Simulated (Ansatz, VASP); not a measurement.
## Te2Mo in VASP and in Ansatz

INCAR

```
PREC     = Accurate       # precision mode
ENCUT    = 520            # plane-wave cutoff, eV
EDIFF    = 1E-6           # SCF threshold, eV
ISMEAR   = 1              # smearing method
SIGMA    = 0.1            # smearing width, eV
LREAL    = False          # projectors in reciprocal space
LASPH    = True           # aspherical terms in the spheres
NELM     = 80             # most SCF steps
ALGO     = Normal         # electronic algorithm
ISIF     = 2              # what is computed and relaxed
LWAVE    = False          # write WAVECAR
LCHARG   = False          # write CHGCAR
GGA      = PS             # functional
NBANDS   = 35             # bands
```

File KPOINTS:

```
regular mesh
0
Gamma
  9 9 2
```

The input POSCAR:

```
Te2Mo
1.0
    3.5182000000      0.0000000000      0.0000000000
   -1.7591000000      3.0468510000      0.0000000000
    0.0000000000      0.0000000000     13.9736000000
Te Mo
4 2
Direct
    0.3333333333      0.6666666667      0.6210000000
    0.6666666667      0.3333333333      0.1210000000
    0.3333333333      0.6666666667      0.8790000000
    0.6666666667      0.3333333333      0.3790000000
    0.3333333333      0.6666666667      0.2500000000
    0.6666666667      0.3333333333      0.7500000000
```

Input for Ansatz:

```yaml
crystal:
  lattice:
    - [3.5182, 0.0, 0.0]
    - [-1.7591, 3.046851, 0.0]
    - [0.0, 0.0, 13.9736]
  atoms:
    - { symbol: Te, position: [0.3333333333333333, 0.6666666666666666, 0.621] }
    - { symbol: Te, position: [0.6666666666666666, 0.3333333333333333, 0.121] }
    - { symbol: Te, position: [0.3333333333333333, 0.6666666666666666, 0.879] }
    - { symbol: Te, position: [0.6666666666666666, 0.3333333333333333, 0.379] }
    - { symbol: Mo, position: [0.3333333333333333, 0.6666666666666666, 0.25] }
    - { symbol: Mo, position: [0.6666666666666666, 0.3333333333333333, 0.75] }
basis:
  ecutwfc: 550.0
kpoints:
  mp_grid:
    grid: [9, 9, 2]
hamiltonian:
  xc: pbesol
  pseudopotentials:
    kind: paw
scf:
  occupations:
    method: methfessel_paxton
    width: 0.1
output:
  forces: true
  stress: true
```

Alike in both runs: task single point; functional PBEsol; k mesh 9 × 9 × 2; occupations methfessel-paxton of order 1, width 0.1 eV; no spin polarisation.

|  | VASP | Ansatz |
| --- | --- | --- |
| version | VASP 6.6.1 | Ansatz 0.2.0 |
| potentials or method | VASP PAW PBE potentials, release 64 (Te, Mo_sv), cutoff 520 eV | plane waves, PAW |
| valence electrons in the cell | 52 | 92 |

```csv
,VASP,Ansatz,Ansatz less VASP
pressure (GPa),-1.0,-1.1,-0.13
"traceless stress, the component that is largest in VASP (GPa)",0.48,0.42,-0.066
rms of the force components (eV/Å),0.029,0.043,+0.0138
```

VASP's potentials were made for PBE, not for PBEsol. Atom by atom the forces differ by 0.014 eV/Å (rms over components). With one functional, cell and mesh, what is left measures potentials, basis and numerics. VASP's potentials hold 52 valence electrons a cell and Ansatz's 92, so a difference there can come from the potentials and not from the codes.

Spin-orbit coupling is off throughout.
